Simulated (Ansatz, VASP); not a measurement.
MgO in VASP and in Ansatz

POSCAR

```
MgO
1.0
    0.0000000000      2.1021680189      2.1021680189
    2.1021680189      0.0000000000      2.1021680189
    2.1021680189      2.1021680189      0.0000000000
Mg O
1 1
Direct
    0.0000000000      0.0000000000      0.0000000000
    0.5000000000      0.5000000000      0.5000000000
```

The input INCAR.step1:

```
SYSTEM = MgO
ALGO = Normal
EDIFF = 1E-5
ENCUT = 520
GGA = PE
ISIF = 2
ISMEAR = 0
LASPH = .True.
LCHARG = .False.
LREAL = .False.
LWAVE = .True.
NBANDS = 11
NELM = 60
PREC = Accurate
SIGMA = 0.01
```

INCAR.step2

```
SYSTEM = MgO
AEXX = 0.25
ALGO = Normal
EDIFF = 1E-6
ENCUT = 520
GGA = PE
ISIF = 2
ISMEAR = 0
ISTART = 1
LASPH = .True.
LCHARG = .False.
LHFCALC = .True.
LREAL = .False.
LWAVE = .False.
NBANDS = 11
NELM = 60
PREC = Accurate
PRECFOCK = Normal
SIGMA = 0.01
```

The input KPOINTS:

```
k-points
0
Gamma
  8 8 8
  0 0 0
```

Input for Ansatz:

```yaml
crystal:
  lattice:
    - [0.0, 2.1021680189, 2.1021680189]
    - [2.1021680189, 0.0, 2.1021680189]
    - [2.1021680189, 2.1021680189, 0.0]
  atoms:
    - { symbol: Mg, position: [0.0, 0.0, 0.0] }
    - { symbol: O, position: [0.5, 0.5, 0.5] }
kpoints:
  mp_grid: { grid: [8, 8, 8] }
  band_path:
    path:
      - [0.0, 0.0, 0.0]
      - [0.5, 0.0, 0.5]
      - [0.625, 0.25, 0.625]
      - [0.375, 0.375, 0.75]
      - [0.5, 0.5, 0.5]
      - [0.5, 0.25, 0.75]
    npoints: 1
hamiltonian:
  xc: pbe0
scf:
  occupations: { method: fixed }
  n_extra_bands: 4
output:
  forces: true
  stress: true
  eigenvalues: true
```

Alike in both runs: task single point; functional PBE0; k mesh 8 × 8 × 8; no spin polarisation.

```csv
,VASP,Ansatz
version,VASP 6.6.1,Ansatz 0.2.0
potentials or method,"VASP PAW PBE potentials, release 64 (Mg, O)","plane waves, PAW"
plane-wave cutoff (eV),520,420
occupations,"gaussian, width 0.01 eV",fixed
valence electrons in the cell,8,16
```

VASP gave:

| Property | Result |
| --- | --- |
| gap on the k mesh at the Fermi level (eV) | 7.24 |
| pressure (GPa) | -0.6 |

Estimate Ansatz's values.

gap on the k mesh at the Fermi level (eV): 7.28; pressure (GPa): -0.3.

VASP's potentials hold 8 valence electrons a cell and Ansatz's 16, so a difference there can come from the potentials and not from the codes. Ansatz's warnings: stress exchange threshold loose, stress scf threshold loose.
